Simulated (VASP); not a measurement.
# Ca in VASP: further runs

Runs on Ca. Level: PBEsol. Tasks: single point.

All numbers are computed with VASP 6.6.1; they aren't measurements. Logs are shortened: lines on timing, memory, paths and dates and some standing lists are left out, and cuts for length are marked.

## (1) The cell of the first run

It takes space group Pm-3m (No. 221, cubic). Conventional cell: a = 3.489 Å, b = 3.489 Å, c = 3.489 Å, α = 90.00°, β = 90.00°, γ = 90.00°. Within 4.6 Å of Ca (site symmetry m-3m) lie 6 Ca at 3.49 Å.

This isn't the form of Ca at room conditions, which is fcc.

## (2) Single point, PBEsol (strained)

File INCAR:

```
PREC = Accurate
ENCUT = 520
EDIFF = 1E-6
ISMEAR = 0
SIGMA = 0.1
LREAL = F
LASPH = T
NELM = 60
ALGO = Normal
ISIF = 2
LWAVE = F
LCHARG = F
GGA = PS
NBANDS = 11
```

File KPOINTS:

```
Automatic mesh
0
Gamma
  12 12 12
```

File POSCAR:

```
Ca
1.0
    3.4890400922      0.0000000000      0.0000000000
    0.0000000000      3.4890400922      0.0000000000
    0.0000000000      0.0000000000      3.4890400922
Ca
1
Direct
    0.0000000000      0.0000000000      0.0000000000
```

Potentials or basis: VASP PAW PBE potentials, release 64 (Ca_sv).

Command:

```bash
cat potpaw_PBE.64/Ca_sv/POTCAR > POTCAR
mpirun -np 1 vasp_std > vasp.out
```

OUTCAR:

```text
PREC = Accurate
   ENCUT = 520
   EDIFF = 1E-6
   ISMEAR = 0
   LREAL = F
   LASPH = T
   NELM = 60
   ISIF = 2
   GGA = PS

 ion  position               nearest neighbor table
   1  0.000  0.000  0.000-

  LATTYP: Found a simple cubic cell.
 ALAT       =     3.4890400922

  Lattice vectors:

 A1 = (   3.4890400922,   0.0000000000,   0.0000000000)
 A2 = (   0.0000000000,   3.4890400922,   0.0000000000)
 A3 = (   0.0000000000,   0.0000000000,   3.4890400922)

Analysis of symmetry for initial positions (statically):
=====================================================================
 Subroutine PRICEL returns:
 Original cell was already a primitive cell.

 Routine SETGRP: Setting up the symmetry group for a
 simple cubic supercell.

 Subroutine GETGRP returns: Found 48 space group operations
 (whereof 48 operations were pure point group operations)
 out of a pool of 48 trial point group operations.

The static configuration has the point symmetry O_h .

Analysis of symmetry for dynamics (positions and initial velocities):
=====================================================================
 Subroutine PRICEL returns:
 Original cell was already a primitive cell.

 Routine SETGRP: Setting up the symmetry group for a
 simple cubic supercell.

 Subroutine GETGRP returns: Found 48 space group operations
 (whereof 48 operations were pure point group operations)
 out of a pool of 48 trial point group operations.

The dynamic configuration has the point symmetry O_h .

 Subroutine INISYM returns: Found 48 space group operations
 (whereof 48 operations are pure point group operations),
 and found     1 'primitive' translations

----------------------------------------------------------------------------------------

                                     Primitive cell

  volume of cell :      42.4735

  direct lattice vectors                    reciprocal lattice vectors
     3.489040092  0.000000000  0.000000000     0.286611782  0.000000000  0.000000000
     0.000000000  3.489040092  0.000000000     0.000000000  0.286611782  0.000000000
     0.000000000  0.000000000  3.489040092     0.000000000  0.000000000  0.286611782

  length of vectors
     3.489040092  3.489040092  3.489040092     0.286611782  0.286611782  0.286611782

  position of ions in fractional coordinates (direct lattice)
     0.000000000  0.000000000  0.000000000

  ion indices of the primitive-cell ions
   primitive index   ion index
                 1           1

----------------------------------------------------------------------------------------

 KPOINTS: Automatic mesh

Automatic generation of k-mesh.
 Grid dimensions read from file:
 generate k-points for:   12   12   12

 Generating k-lattice:

  Cartesian coordinates                     Fractional coordinates (reciprocal lattice)
     0.023884315  0.000000000  0.000000000     0.083333333  0.000000000  0.000000000
     0.000000000  0.023884315  0.000000000     0.000000000  0.083333333  0.000000000
     0.000000000  0.000000000  0.023884315     0.000000000  0.000000000  0.083333333

  Length of vectors
     0.023884315  0.023884315  0.023884315

  Shift w.r.t. Gamma in fractional coordinates (k-lattice)
     0.000000000  0.000000000  0.000000000

 Subroutine IBZKPT returns following result:
 ===========================================

 Found     84 irreducible k-points:

 Following reciprocal coordinates:
            Coordinates               Weight
  0.000000  0.000000  0.000000      1.000000
  0.083333  0.000000  0.000000      6.000000
  0.166667  0.000000  0.000000      6.000000
  0.250000  0.000000  0.000000      6.000000
  0.333333  0.000000  0.000000      6.000000
  0.416667  0.000000  0.000000      6.000000
[... 16 lines left out ...]
  0.333333  0.333333  0.000000     12.000000
  0.416667  0.333333  0.000000     24.000000
 [... further k-points ...]
   k-points           NKPTS =     84   k-points in BZ     NKDIM =     84   number of bands    NBANDS=     11
   number of dos      NEDOS =    301   number of ions     NIONS =      1
   total plane-waves  NPLWV =  21952
   dimension x,y,z NGX =    28 NGY =   28 NGZ =   28
   dimension x,y,z NGXF=    56 NGYF=   56 NGZF=   56
   ions per type =               1
   NGX,Y,Z   is equivalent  to a cutoff of  13.34, 13.34, 13.34 a.u.
   NGXF,Y,Z  is equivalent  to a cutoff of  26.68, 26.68, 26.68 a.u.
 SYSTEM =  unknown system
   PREC   = accura    normal or accurate (medium, high low for compatibility)
   ISTART =      0    job   : 0-new  1-cont  2-samecut
   ICHARG =      2    charge: 1-file 2-atom 10-const
   ISPIN  =      1    spin polarized calculation?
   LNONCOLLINEAR =      F non collinear calculations
   LSORBIT =      F    spin-orbit coupling
   LASPH  =      T    aspherical Exc in radial PAW
   ENCUT  =  520.0 eV  38.22 Ry    6.18 a.u.   6.49  6.49  6.49*2*pi/ulx,y,z
   NELM   =     60;   NELMIN=  2; NELMDL= -5     # of ELM steps
   EDIFF  = 0.1E-05   stopping-criterion for ELM
   LREAL  =      F    real-space projection
   EDIFFG = 0.1E-04   stopping-criterion for IOM
   NSW    =      0    number of steps for IOM
   IBRION =     -1    ionic relax: 0-MD 1-quasi-New 2-CG
   NFREE  =      0    steps in history (QN), initial steepest desc. (CG)
   ISIF   =      2    stress and relaxation
   ISYM   =      2    0-nonsym 1-usesym 2-fastsym
   POTIM  = 0.5000    time-step for ionic-motion
   TEBEG  =    0.0;   TEEND  =   0.0 temperature during run
   PSTRESS=    0.0 pullay stress
   NELECT =      10.0000    total number of electrons
   NUPDOWN=      -1.0000    fix difference up-down
   EMIN   =  10.00;   EMAX   =-10.00  energy-range for DOS
   EFERMI =   0.00;   METHOD = LEGACY
   ISMEAR =     0;   SIGMA  =   0.10  broadening in eV -4-tet -1-fermi 0-gaus
   EFERMI_NEDOS =   21; number of points for ismear=-14 and -15
   IALGO  =     38    algorithm
   IMIX   =      4    mixing-type and parameters
     AMIX     =   0.40;   BMIX     =  1.00
     AMIX_MAG =   1.60;   BMIX_MAG =  1.00
  volume/ion in A,a.u.               =      42.47       286.63
  Fermi-wavevector in a.u.,A,eV,Ry     =   1.010886  1.910298 13.903666  1.021891
  Thomas-Fermi vector in A             =   2.143902
   LORBIT       =      0    0 simple, 1 ext, 2 COOP (PROOUT), +10 PAW based schemes
   GGA     = PS    functional components
   LHFCALC =     F    Hartree Fock is set to
   AEXX    =    0.0000 exact exchange contribution
   IVDW    =     0    specifies the selected vdW correction
   LEPSILON=     F    determine dielectric tensor
   LRPA    =     F    only Hartree local field effects (RPA)
 non-spin polarized calculation
 Gauss-broadening in eV      SIGMA  =   0.10
  energy-cutoff  :      520.00
  volume of cell :       42.47
 maximum number of plane-waves:      1189
 NGX is ok and might be reduce to    28
   NGX = 13   NGY = 13   NGZ = 13

 number of electron      10.0000000 magnetization

 number of electron       9.9999999 magnetization

 Free energy of the ion-electron system (eV)
  ---------------------------------------------------
  ext. energy  EPLUGINS =         0.00000000
  ---------------------------------------------------
  free energy    TOTEN  =        -1.74250345 eV

  energy without entropy =       -1.73737167  energy(sigma->0) =       -1.73993756

 E-fermi :   1.7896     XC(G=0):  -7.7683

 val. band max:        1.7821675526   @ k =   0.4167   0.3333   0.3333
 cond. band min:       1.8059537782   @ k =   0.4167   0.0833   0.0000
 fundamental gap:      0.0237862255
 Fermi energy:         1.7895953973

 k-point     1 :       0.0000    0.0000    0.0000
  band No.  band energies     occupation
      1     -40.2259      2.00000
      2     -21.1854      2.00000
      3     -21.1854      2.00000
      4     -21.1854      2.00000
      5      -2.1076      2.00000
      6       2.5790      0.00000
      7       2.5790      0.00000
      8       5.9247      0.00000
      9       5.9247      0.00000
     10       5.9247      0.00000
     11      10.4601      0.00000

 k-point     2 :       0.0833    0.0000    0.0000
  band No.  band energies     occupation
      1     -40.2245      2.00000
      2     -21.2010      2.00000
      3     -21.1840      2.00000
      4     -21.1840      2.00000
      5      -2.0078      2.00000
      6       2.6096      0.00000
      7       2.6116      0.00000
      8       5.8105      0.00000
      9       5.8105      0.00000
     10       5.9323      0.00000
     11       9.8067      0.00000

 k-point     3 :       0.1667    0.0000    0.0000
  band No.  band energies     occupation
      1     -40.2209      2.00000
      2     -21.2433      2.00000
      3     -21.1805      2.00000
      4     -21.1805      2.00000
      5      -1.7152      2.00000
      6       2.6700      0.00000
      7       2.6952      0.00000
      8       5.5312      0.00000
      9       5.5312      0.00000
     10       5.9529      0.00000
     11       8.6831      0.00000

 k-point     4 :       0.2500    0.0000    0.0000
  band No.  band energies     occupation
      1     -40.2158      2.00000
      2     -21.3006      2.00000
      3     -21.1756      2.00000
      4     -21.1756      2.00000
      5      -1.2495      2.00000
      6       2.6317      0.00000
      7       2.8178      0.00000
      8       5.2045      0.00000
      9       5.2045      0.00000
     10       5.9813      0.00000
     11       7.7527      0.00000
[... 239 lines left out ...]
 k-point    22 :       0.5000    0.2500    0.0000
  band No.  band energies     occupation
      1     -40.1959      2.00000
      2     -21.3984      2.00000
      3     -21.2758      2.00000
      4     -21.1564      2.00000
      5       1.3511      2.00000
      6       1.4731      1.99999
      7       3.5341      0.00000
      8       4.3424      0.00000
      9       4.8137      0.00000
     10       5.4503      0.00000
     11       7.0403      0.00000

 k-point    23 :       0.3333    0.3333    0.0000
  band No.  band energies     occupation
      1     -40.1960      2.00000
      2     -21.3390      2.00000
      3     -21.3346      2.00000
      4     -21.1565      2.00000
      5       0.5869      2.00000
      6       2.4840      0.00000
      7       3.5854      0.00000
      8       4.1305      0.00000
      9       5.0655      0.00000
     10       5.1908      0.00000
     11       7.4802      0.00000

 k-point    24 :       0.4167    0.3333    0.0000
  band No.  band energies     occupation
      1     -40.1923      2.00000
      2     -21.3766      2.00000
      3     -21.3318      2.00000
      4     -21.1530      2.00000
      5       1.0787      2.00000
      6       2.2347      0.00000
      7       3.7494      0.00000
      8       4.1839      0.00000
      9       4.9468      0.00000
     10       5.1854      0.00000
     11       7.0989      0.00000

 [... further k-points ...]

------------------------ aborting loop because EDIFF is reached ----------------------------------------

  FORCE on cell =-STRESS in cart. coord.  units (eV):
  Direction    XX          YY          ZZ          XY          YZ          ZX
  --------------------------------------------------------------------------------------
  -------------------------------------------------------------------------------------
  Total       -0.1064119     -0.1064119     -0.1064119     -0.0000000     -0.0000000      0.0000000
  in kB       -4.0140507     -4.0140507     -4.0140507     -0.0000000     -0.0000000      0.0000000
  external PRESSURE =      -4.0140507 kB  Pullay stress =       0.0000000 kB

 VOLUME and BASIS-vectors are now :
 -----------------------------------------------------------------------------
  energy-cutoff  :      520.00
  volume of cell :       42.47
      direct lattice vectors                 reciprocal lattice vectors
     3.489040092  0.000000000  0.000000000     0.286611782  0.000000000  0.000000000
     0.000000000  3.489040092  0.000000000     0.000000000  0.286611782  0.000000000
     0.000000000  0.000000000  3.489040092     0.000000000  0.000000000  0.286611782

 POSITION                                       TOTAL-FORCE (eV/Angst)
 -----------------------------------------------------------------------------------
      0.00000      0.00000      0.00000         0.000000      0.000000      0.000000
 -----------------------------------------------------------------------------------
    total drift:                               -0.000000     -0.000000     -0.000000

  FREE ENERGIE OF THE ION-ELECTRON SYSTEM (eV)
  ---------------------------------------------------
  free  energy   TOTEN  =        -1.7425034451 eV

  energy  without entropy=       -1.7373716685  energy(sigma->0) =       -1.73993756
```

Wall time 40 s (1 thread of Intel Xeon 8259CL, shared host); peak memory 0.18 GiB.

Results:

- Free energy: -1.7425 eV
- Pressure: -0.4 GPa
- Band gap on the k mesh: zero (bands 5 and 6 overlap by 1.16 eV)

Levels at points of the mesh, in eV from the Fermi level:
| k point | band 2 | band 3 | band 4 | band 5 | band 6 | band 7 | band 8 | band 9 |
| --- | --- | --- | --- | --- | --- | --- | --- | --- |
| (0.00, 0.00, 0.00) | -22.97 | -22.97 | -22.97 | -3.90 | 0.79 | 0.79 | 4.14 | 4.14 |
| (0.50, 0.00, 0.00) | -23.20 | -22.96 | -22.96 | -1.22 | -0.50 | 1.30 | 2.88 | 2.88 |
| (0.50, 0.50, 0.00) | -23.17 | -23.17 | -22.94 | -0.41 | 0.89 | 2.37 | 2.37 | 3.18 |
| (0.50, 0.50, 0.50) | -23.15 | -23.15 | -23.15 | 0.66 | 0.66 | 0.66 | 4.91 | 4.91 |

Caveat: the cell differs from its parent crystal (strained); the PAW data sets were made with another functional, which shifts forces and pressure a little.

## (3) Single point, PBEsol (strained)

File INCAR:

```
PREC = Accurate
ENCUT = 520
EDIFF = 1E-6
ISMEAR = 0
SIGMA = 0.1
LREAL = False
LASPH = True
NELM = 100
ALGO = Normal
ISIF = 2
LWAVE = False
LCHARG = False
GGA = PS
NBANDS = 11
```

File KPOINTS:

```
regular mesh
0
Gamma
  12 12 12
```

File POSCAR:

```
Ca
1.0
    3.3667278009      0.0000000000      0.0000000000
    0.0000000000      3.3667278009      0.0000000000
    0.0000000000      0.0000000000      3.4190576460
Ca
1
Direct
    0.0000000000      0.0000000000      0.0000000000
```

Potentials or basis: VASP PAW PBE potentials, release 64 (Ca_sv).

Command:

```bash
cat potpaw_PBE.64/Ca_sv/POTCAR > POTCAR
mpirun -np 1 vasp_std > vasp.out
```

OUTCAR:

```text
PREC = Accurate
   ENCUT = 520
   EDIFF = 1E-6
   ISMEAR = 0
   LREAL = False
   LASPH = True
   NELM = 100
   ISIF = 2
   GGA = PS

 ion  position               nearest neighbor table
   1  0.000  0.000  0.000-

  LATTYP: Found a simple tetragonal cell.
 ALAT       =     3.3667278009
 C/A-ratio  =     1.0155432361

  Lattice vectors:

 A1 = (   3.3667278009,   0.0000000000,   0.0000000000)
 A2 = (   0.0000000000,   3.3667278009,   0.0000000000)
 A3 = (   0.0000000000,   0.0000000000,   3.4190576460)

Analysis of symmetry for initial positions (statically):
=====================================================================
 Subroutine PRICEL returns:
 Original cell was already a primitive cell.

 Routine SETGRP: Setting up the symmetry group for a
 simple tetragonal supercell.

 Subroutine GETGRP returns: Found 16 space group operations
 (whereof 16 operations were pure point group operations)
 out of a pool of 16 trial point group operations.

The static configuration has the point symmetry D_4h.

Analysis of symmetry for dynamics (positions and initial velocities):
[... 163 lines left out ...]
 Fermi energy:         2.1269962294

 k-point     1 :       0.0000    0.0000    0.0000
  band No.  band energies     occupation
      1     -39.6978      2.00000
      2     -20.6384      2.00000
      3     -20.6237      2.00000
      4     -20.6237      2.00000
      5      -1.8771      2.00000
      6       2.9194      0.00000
      7       2.9210      0.00000
      8       6.5894      0.00000
      9       6.5894      0.00000
     10       6.6420      0.00000
     11      11.1999      0.00000
[... 309 lines left out ...]
 k-point    24 :       0.4167    0.3333    0.0000
  band No.  band energies     occupation
      1     -39.6458      2.00000
      2     -20.8910      2.00000
      3     -20.8282      2.00000
      4     -20.5915      2.00000
      5       1.4139      2.00000
      6       2.7094      0.00000
      7       4.3624      0.00000
      8       4.8235      0.00000
      9       5.4423      0.00000
     10       5.7226      0.00000
     11       7.9694      0.00000

 [... further k-points ...]

------------------------ aborting loop because EDIFF is reached ----------------------------------------

  FORCE on cell =-STRESS in cart. coord.  units (eV):
  Direction    XX          YY          ZZ          XY          YZ          ZX
  --------------------------------------------------------------------------------------
  -------------------------------------------------------------------------------------
  Total        0.2707305      0.2707305      0.0014724      0.0000000     -0.0000000      0.0000000
  in kB       11.1924525     11.1924525      0.0608721      0.0000000     -0.0000000      0.0000000
  external PRESSURE =       7.4819257 kB  Pullay stress =       0.0000000 kB

 VOLUME and BASIS-vectors are now :
 -----------------------------------------------------------------------------
  energy-cutoff  :      520.00
  volume of cell :       38.75
      direct lattice vectors                 reciprocal lattice vectors
     3.366727801  0.000000000  0.000000000     0.297024309  0.000000000  0.000000000
     0.000000000  3.366727801  0.000000000     0.000000000  0.297024309  0.000000000
     0.000000000  0.000000000  3.419057646     0.000000000  0.000000000  0.292478251

 POSITION                                       TOTAL-FORCE (eV/Angst)
 -----------------------------------------------------------------------------------
      0.00000      0.00000      0.00000         0.000000      0.000000      0.000000
 -----------------------------------------------------------------------------------
    total drift:                               -0.000000     -0.000000     -0.000000

  FREE ENERGIE OF THE ION-ELECTRON SYSTEM (eV)
  ---------------------------------------------------
  free  energy   TOTEN  =        -1.7369235949 eV

  energy  without entropy=       -1.7335657536  energy(sigma->0) =       -1.73524467
```

stdout:

```text
POSCAR found type information on POSCAR Ca
 POSCAR found :  1 types and       1 ions
 scaLAPACK will be used
 -----------------------------------------------------------------------------
|                                                                             |
|                                                                             |
|     You enforced a specific xc type in the INCAR file but a different       |
|     I HOPE YOU KNOW WHAT YOU ARE DOING!                                     |
|                                                                             |
 -----------------------------------------------------------------------------

 LDA part: xc-table for (Slater+PW92), standard interpolation
 POSCAR, INCAR and KPOINTS ok, starting setup
 FFT: planning ... GRIDC
 FFT: planning ... GRID_SOFT
 FFT: planning ... GRID
 WAVECAR not read
 entering main loop
```

Wall time 81 s (1 thread of Intel Xeon 8259CL, shared host); peak memory 0.22 GiB.

Results:

| Item | Value |
| --- | --- |
| Free energy | -1.7369 eV |
| Pressure | 0.7 GPa |
| Band gap on the k mesh | zero (bands 5 and 6 overlap by 1.04 eV) |

Stress tensor (GPa, compression positive):
```
1.12 0.00 0.00
0.00 1.12 0.00
0.00 0.00 0.01
```

Levels at points of the mesh, in eV from the Fermi level:
```tsv
k point	band 3	band 4	band 5	band 6	band 7	band 8
(0.00, 0.00, 0.00)	-22.75	-22.75	-4.00	0.79	0.79	4.46
(0.50, 0.00, 0.00)	-22.74	-22.72	-1.12	-0.40	1.37	2.98
(0.50, 0.50, 0.00)	-23.03	-22.71	-0.55	1.10	2.78	2.78
(0.00, 0.00, 0.50)	-22.73	-22.73	-1.23	-0.48	1.31	3.14
(0.50, 0.00, 0.50)	-23.00	-22.70	-0.53	0.98	2.65	2.68
(0.50, 0.50, 0.50)	-22.99	-22.96	0.55	0.66	0.66	5.31
```

Caveat: the cell differs from its parent crystal (strained); the PAW data sets were made with another functional, which shifts forces and pressure a little.

The gap in the log of VASP goes by the Fermi energy; the results here count the filled bands.